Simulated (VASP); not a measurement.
# Ge in VASP: notebook

The runs below take Ge through single point, with PBE.

Program: VASP 6.6.1. These are calculated values, not measurements. Logs are shortened: lines on timing, memory, paths and dates and some standing lists are left out, and cuts for length are marked.

## Step 1: The cell of the first run

The cell holds a slab with vacuum, 2 atoms: a = 3.791 Å, b = 3.791 Å, c = 28.000 Å, α = 90.00°, β = 90.00°, γ = 120.00°.

## Step 2: Single point, PBE

The input, INCAR:

```
SYSTEM = Ge
PREC = Accurate ; ENCUT = 520
EDIFF = 1E-6 ; ISMEAR = 0
SIGMA = 0.1 ; LREAL = .FALSE.
LASPH = .TRUE. ; NELM = 80
ALGO = Normal ; ISIF = 2
LWAVE = .FALSE. ; LCHARG = .FALSE.
LDIPOL = .TRUE. ; IDIPOL = 3
DIPOL = 0.5 0.5 0.500 ; GGA = PE
NBANDS = 21
```

The input, KPOINTS:

```
Automatic mesh
0
G
  12 12 1
  0 0 0
```

The input, POSCAR:

```
Ge
1.0
    3.7910000000      0.0000000000      0.0000000000
   -1.8955000000      3.2831023057      0.0000000000
    0.0000000000      0.0000000000     28.0000000000
Ge
2
Direct
    0.3333333333      0.6666666667      0.5051964286
    0.6666666667      0.3333333333      0.4948035714
```

Potentials or basis: VASP PAW PBE potentials, release 64 (Ge_d).

On the command line:

```console
$ cat potpaw_PBE.64/Ge_d/POTCAR > POTCAR
$ mpirun -np 1 vasp_std > vasp.out
```

OUTCAR:

```text
SYSTEM = Ge
   PREC = Accurate
   ENCUT = 520
   EDIFF = 1E-6
   ISMEAR = 0
   LREAL = .FALSE.
   LASPH = .TRUE.
   NELM = 80
   ISIF = 2
   GGA = PE

 ion  position               nearest neighbor table
   1  0.333  0.667  0.505-   2 2.21   2 2.21   2 2.21
   2  0.667  0.333  0.495-   1 2.21   1 2.21   1 2.21

  LATTYP: Found a hexagonal cell.
 ALAT       =     3.7910000000
 C/A-ratio  =     7.3859140069

  Lattice vectors:

 A1 = (   3.7910000000,   0.0000000000,   0.0000000000)
 A2 = (  -1.8955000000,   3.2831023057,   0.0000000000)
 A3 = (   0.0000000000,   0.0000000000,  28.0000000000)

Analysis of symmetry for initial positions (statically):
=====================================================================
 Subroutine PRICEL returns:
 Original cell was already a primitive cell.

 Routine SETGRP: Setting up the symmetry group for a
 hexagonal supercell.

 Subroutine GETGRP returns: Found 12 space group operations
 (whereof 12 operations were pure point group operations)
 out of a pool of 24 trial point group operations.

The static configuration has the point symmetry D_3d.

Analysis of symmetry for dynamics (positions and initial velocities):
=====================================================================
 Subroutine PRICEL returns:
 Original cell was already a primitive cell.

 Routine SETGRP: Setting up the symmetry group for a
 hexagonal supercell.

 Subroutine GETGRP returns: Found 12 space group operations
 (whereof 12 operations were pure point group operations)
 out of a pool of 24 trial point group operations.

The dynamic configuration has the point symmetry D_3d.

 Subroutine INISYM returns: Found 12 space group operations
 (whereof 12 operations are pure point group operations),
 and found     1 'primitive' translations

----------------------------------------------------------------------------------------

                                     Primitive cell

  volume of cell :     348.4947

  direct lattice vectors                    reciprocal lattice vectors
     3.791000000  0.000000000  0.000000000     0.263782643  0.152294980  0.000000000
    -1.895500000  3.283102306  0.000000000     0.000000000  0.304589960  0.000000000
     0.000000000  0.000000000 28.000000000     0.000000000  0.000000000  0.035714286

  length of vectors
     3.791000000  3.791000000 28.000000000     0.304589960  0.304589960  0.035714286

  position of ions in fractional coordinates (direct lattice)
     0.333333333  0.666666667  0.505196429
     0.666666667  0.333333333  0.494803571

  ion indices of the primitive-cell ions
   primitive index   ion index
                 1           1
                 2           2

----------------------------------------------------------------------------------------

 KPOINTS: Automatic mesh

Automatic generation of k-mesh.
 Grid dimensions read from file:
 generate k-points for:   12   12    1

 Generating k-lattice:

  Cartesian coordinates                     Fractional coordinates (reciprocal lattice)
     0.021981887  0.012691248  0.000000000     0.083333333  0.000000000  0.000000000
     0.000000000  0.025382497  0.000000000     0.000000000  0.083333333  0.000000000
     0.000000000  0.000000000  0.035714286     0.000000000  0.000000000  1.000000000

  Length of vectors
     0.025382497  0.025382497  0.035714286

  Shift w.r.t. Gamma in fractional coordinates (k-lattice)
     0.000000000  0.000000000  0.000000000

 Subroutine IBZKPT returns following result:
 ===========================================

 Found     19 irreducible k-points:

 Following reciprocal coordinates:
            Coordinates               Weight
  0.000000  0.000000  0.000000      1.000000
  0.083333  0.000000  0.000000      6.000000
  0.166667  0.000000  0.000000      6.000000
  0.250000  0.000000  0.000000      6.000000
  0.333333  0.000000  0.000000      6.000000
  0.416667 -0.000000  0.000000      6.000000
[... 11 lines left out ...]
  0.333333  0.250000  0.000000     12.000000
  0.333333  0.333333  0.000000      2.000000
   k-points           NKPTS =     19   k-points in BZ     NKDIM =     19   number of bands    NBANDS=     21
   number of dos      NEDOS =    301   number of ions     NIONS =      2
   total plane-waves  NPLWV = 164640
   dimension x,y,z NGX =    28 NGY =   28 NGZ =  210
   dimension x,y,z NGXF=    56 NGYF=   56 NGZF=  420
   ions per type =               2
   NGX,Y,Z   is equivalent  to a cutoff of  12.28, 12.28, 12.47 a.u.
   NGXF,Y,Z  is equivalent  to a cutoff of  24.56, 24.56, 24.94 a.u.
 SYSTEM =  Ge
   PREC   = accura    normal or accurate (medium, high low for compatibility)
   ISTART =      0    job   : 0-new  1-cont  2-samecut
   ICHARG =      2    charge: 1-file 2-atom 10-const
   ISPIN  =      1    spin polarized calculation?
   LNONCOLLINEAR =      F non collinear calculations
   LSORBIT =      F    spin-orbit coupling
   LASPH  =      T    aspherical Exc in radial PAW
   ENCUT  =  520.0 eV  38.22 Ry    6.18 a.u.   7.05  7.05 52.06*2*pi/ulx,y,z
   NELM   =     80;   NELMIN=  2; NELMDL= -5     # of ELM steps
   EDIFF  = 0.1E-05   stopping-criterion for ELM
   LREAL  =      F    real-space projection
   EDIFFG = 0.1E-04   stopping-criterion for IOM
   NSW    =      0    number of steps for IOM
   IBRION =     -1    ionic relax: 0-MD 1-quasi-New 2-CG
   NFREE  =      0    steps in history (QN), initial steepest desc. (CG)
   ISIF   =      2    stress and relaxation
   ISYM   =      2    0-nonsym 1-usesym 2-fastsym
   POTIM  = 0.5000    time-step for ionic-motion
   TEBEG  =    0.0;   TEEND  =   0.0 temperature during run
   PSTRESS=    0.0 pullay stress
   NELECT =      28.0000    total number of electrons
   NUPDOWN=      -1.0000    fix difference up-down
   EMIN   =  10.00;   EMAX   =-10.00  energy-range for DOS
   EFERMI =   0.00;   METHOD = LEGACY
   ISMEAR =     0;   SIGMA  =   0.10  broadening in eV -4-tet -1-fermi 0-gaus
   EFERMI_NEDOS =   21; number of points for ismear=-14 and -15
   IALGO  =     38    algorithm
   IMIX   =      4    mixing-type and parameters
     AMIX     =   0.40;   BMIX     =  1.00
     AMIX_MAG =   1.60;   BMIX_MAG =  1.00
  volume/ion in A,a.u.               =     174.25      1175.88
  Fermi-wavevector in a.u.,A,eV,Ry     =   0.706419  1.334938  6.789677  0.499027
  Thomas-Fermi vector in A             =   1.792194
   LORBIT       =      0    0 simple, 1 ext, 2 COOP (PROOUT), +10 PAW based schemes
   GGA     = PE    functional components
   LHFCALC =     F    Hartree Fock is set to
   AEXX    =    0.0000 exact exchange contribution
   IVDW    =     0    specifies the selected vdW correction
   LEPSILON=     F    determine dielectric tensor
   LRPA    =     F    only Hartree local field effects (RPA)
 non-spin polarized calculation
 Gauss-broadening in eV      SIGMA  =   0.10
  energy-cutoff  :      520.00
  volume of cell :      348.49
 maximum number of plane-waves:      9415
   NGX = 15   NGY = 15   NGZ =105

 number of electron      28.0000005 magnetization

 dipolmoment           0.000000      0.000000     -0.000000 electrons x Angstroem

 Free energy of the ion-electron system (eV)
  ---------------------------------------------------
  ext. energy  EPLUGINS =         0.00000000
  ---------------------------------------------------
  free energy    TOTEN  =        -7.43868754 eV

  energy without entropy =       -7.43712034  energy(sigma->0) =       -7.43790394

 E-fermi :  -3.0953     XC(G=0):  -1.7001

 val. band max:       -3.0952959627   @ k =   0.3333   0.3333   0.0000
 cond. band min:      -3.0952956664   @ k =   0.3333   0.3333   0.0000
 fundamental gap:      0.0000002963
 Fermi energy:        -3.0952958148

 k-point     1 :       0.0000    0.0000    0.0000
  band No.  band energies     occupation
      1     -28.2364      2.00000
      2     -28.2196      2.00000
      3     -28.2196      2.00000
      4     -28.1564      2.00000
      5     -28.1564      2.00000
      6     -27.8927      2.00000
[... 13 lines left out ...]
     20       1.1953      0.00000
     21       1.6157      0.00000

 k-point     2 :       0.0833    0.0000    0.0000
  band No.  band energies     occupation
      1     -28.2421      2.00000
      2     -28.2397      2.00000
      3     -28.2343      2.00000
      4     -28.1467      2.00000
      5     -28.1433      2.00000
      6     -27.8987      2.00000
[... 13 lines left out ...]
     20       1.2911      0.00000
     21       1.7118      0.00000

 k-point     3 :       0.1667    0.0000    0.0000
  band No.  band energies     occupation
      1     -28.2772      2.00000
      2     -28.2769      2.00000
      3     -28.2395      2.00000
      4     -28.1370      2.00000
      5     -28.1191      2.00000
      6     -27.9183      2.00000
[... 13 lines left out ...]
     20       1.9870      0.00000
     21       2.0128      0.00000

 k-point     4 :       0.2500    0.0000    0.0000
  band No.  band energies     occupation
      1     -28.3159      2.00000
      2     -28.3136      2.00000
      3     -28.2425      2.00000
      4     -28.1360      2.00000
      5     -28.0929      2.00000
      6     -27.9429      2.00000
[... 13 lines left out ...]
     20       2.4800      0.00000
     21       2.7015      0.00000

 k-point     5 :       0.3333    0.0000    0.0000
  band No.  band energies     occupation
      1     -28.3484      2.00000
      2     -28.3430      2.00000
      3     -28.2442      2.00000
      4     -28.1398      2.00000
      5     -28.0666      2.00000
      6     -27.9681      2.00000
[... 13 lines left out ...]
     20       3.1466      0.00000
     21       3.3586      0.00000

 k-point     6 :       0.4167   -0.0000    0.0000
  band No.  band energies     occupation
      1     -28.3696      2.00000
      2     -28.3617      2.00000
      3     -28.2449      2.00000
      4     -28.1440      2.00000
      5     -28.0418      2.00000
      6     -27.9920      2.00000
[... 13 lines left out ...]
     20       3.9661      0.00000
     21       4.1764      0.00000

 k-point     7 :       0.5000    0.0000    0.0000
  band No.  band energies     occupation
      1     -28.3770      2.00000
      2     -28.3681      2.00000
      3     -28.2450      2.00000
      4     -28.1456      2.00000
      5     -28.0237      2.00000
      6     -28.0097      2.00000
[... 13 lines left out ...]
     20       4.3529      0.00000
     21       4.6829      0.00000
[... 171 lines left out ...]
      1     -28.4268      2.00000
      2     -28.3046      2.00000
      3     -28.2489      2.00000
      4     -28.1467      2.00000
      5     -28.0369      2.00000
      6     -27.9892      2.00000
[... 13 lines left out ...]
     20       3.9122      0.00000
     21       4.1150      0.00000

 k-point    16 :       0.4167    0.1667    0.0000
  band No.  band energies     occupation
      1     -28.4356      2.00000
      2     -28.3060      2.00000
      3     -28.2491      2.00000
      4     -28.1489      2.00000
      5     -28.0211      2.00000
      6     -28.0046      2.00000
[... 13 lines left out ...]
     20       4.6420      0.00000
     21       4.8897      0.00000

 k-point    17 :       0.2500    0.2500    0.0000
  band No.  band energies     occupation
      1     -28.4344      2.00000
      2     -28.2907      2.00000
      3     -28.2517      2.00000
      4     -28.1469      2.00000
      5     -28.0399      2.00000
      6     -27.9831      2.00000
[... 13 lines left out ...]
     20       3.6606      0.00000
     21       3.8154      0.00000

 k-point    18 :       0.3333    0.2500    0.0000
  band No.  band energies     occupation
      1     -28.4521      2.00000
      2     -28.2833      2.00000
      3     -28.2550      2.00000
      4     -28.1513      2.00000
      5     -28.0216      2.00000
      6     -27.9991      2.00000
[... 13 lines left out ...]
     20       4.5634      0.00000
     21       4.7641      0.00000

 k-point    19 :       0.3333    0.3333    0.0000
  band No.  band energies     occupation
      1     -28.4610      2.00000
      2     -28.2662      2.00000
      3     -28.2662      2.00000
      4     -28.1534      2.00000
      5     -28.0093      2.00000
      6     -28.0093      2.00000
[... 13 lines left out ...]
     20       4.4214      0.00000
     21       4.4214      0.00000

------------------------ aborting loop because EDIFF is reached ----------------------------------------

 vacuum level on the upper side and lower side of the slab       (xc-potential included)        -0.007        -0.007

  FORCE on cell =-STRESS in cart. coord.  units (eV):
  Direction    XX          YY          ZZ          XY          YZ          ZX
  --------------------------------------------------------------------------------------
  -------------------------------------------------------------------------------------
  Total        7.0447109      7.0447109      0.2474346      0.0000000      0.0000000      0.0000000
  in kB       32.3875072     32.3875072      1.1375613      0.0000000      0.0000000      0.0000000
  external PRESSURE =      21.9708586 kB  Pullay stress =       0.0000000 kB

 VOLUME and BASIS-vectors are now :
 -----------------------------------------------------------------------------
  energy-cutoff  :      520.00
  volume of cell :      348.49
      direct lattice vectors                 reciprocal lattice vectors
     3.791000000  0.000000000  0.000000000     0.263782643  0.152294980  0.000000000
    -1.895500000  3.283102306  0.000000000     0.000000000  0.304589960  0.000000000
     0.000000000  0.000000000 28.000000000     0.000000000  0.000000000  0.035714286

 POSITION                                       TOTAL-FORCE (eV/Angst)
 -----------------------------------------------------------------------------------
     -0.00000      2.18873     14.14550         0.000000     -0.000000      0.903066
      1.89550      1.09437     13.85450        -0.000000      0.000000     -0.903066
 -----------------------------------------------------------------------------------
    total drift:                                0.000000     -0.000000     -0.000000

  FREE ENERGIE OF THE ION-ELECTRON SYSTEM (eV)
  ---------------------------------------------------
  free  energy   TOTEN  =        -7.4386875369 eV

  energy  without entropy=       -7.4371203436  energy(sigma->0) =       -7.43790394

 vacuum level on the upper side and lower side of the slab         1.189         1.189
```

Run time: 88 s. Hardware: 1 thread of Intel Xeon 6975P-C (Granite Rapids), shared host; peak memory 0.44 GiB.

Results:

```yaml
Free_energy: -7.4387 eV
Largest_force: 0.903 eV/Å
Band_gap_on_the_k_mesh: zero (filled and empty bands touch)
```

Forces in eV/Å, atoms in the order of the input:
```
Ge   0.000  0.000  0.903
Ge   0.000  0.000 -0.903
```

Levels at points of the mesh, in eV from the Fermi level:
```csv
k point,band 10,band 11,band 12,band 13,band 14,band 15,band 16,band 17,band 18,band 19
"(0.00, 0.00, 0.00)",-24.75,-12.97,-3.67,-1.19,-1.19,1.05,2.74,3.84,3.84,4.03
"(0.50, 0.00, 0.00)",-24.61,-10.50,-8.58,-3.12,-1.20,0.82,1.17,6.00,6.48,7.19
```

## Step 3: Single point, PBE

The input, INCAR:

```
SYSTEM = Ge
PREC = Accurate ; ENCUT = 520
EDIFF = 1E-6 ; ISMEAR = 0
SIGMA = 0.1 ; LREAL = .False.
LASPH = .True. ; NELM = 100
ALGO = Normal ; ISIF = 2
LWAVE = .False. ; LCHARG = .False.
LDIPOL = .True. ; IDIPOL = 3
DIPOL = 0.5 0.5 0.500 ; GGA = PE
NBANDS = 21
```

The input, KPOINTS:

```
regular mesh
0
Gamma
  12 12 1
  0 0 0
```

The input, POSCAR:

```
Ge
1.0
    3.7910000000      0.0000000000      0.0000000000
   -1.8955000000      3.2831023057      0.0000000000
    0.0000000000      0.0000000000     28.0000000000
Ge
2
Direct
    0.3333333333      0.6666666667      0.5103928571
    0.6666666667      0.3333333333      0.4896071429
```

Potentials or basis: VASP PAW PBE potentials, release 64 (Ge_d).

On the command line:

```console
$ cat potpaw_PBE.64/Ge_d/POTCAR > POTCAR
$ mpirun -np 1 vasp_std > vasp.out
```

Wall time 88 s (1 thread of Intel Xeon 6975P-C (Granite Rapids), shared host); peak memory 0.44 GiB.

It converged, with:

| Item | Value |
| --- | --- |
| Free energy | -7.7223 eV |
| Largest force | 0.845 eV/Å |
| Band gap on the k mesh | zero (filled and empty bands touch) |

Forces on the atoms (eV/Å):
```
Ge   0.000  0.000  0.845
Ge   0.000  0.000 -0.845
```

Levels at points of the mesh, in eV from the Fermi level:
```
           k point  band 11  band 12  band 13  band 14  band 15  band 16  band 17  band 18
(0.00, 0.00, 0.00)   -12.38    -3.71    -0.45    -0.45     1.70     2.34     4.10     4.27
(0.50, 0.00, 0.00)    -9.90    -7.97    -2.37    -1.24     0.72     1.81     5.74     6.52
```

(Continued in part 2 of 2.)
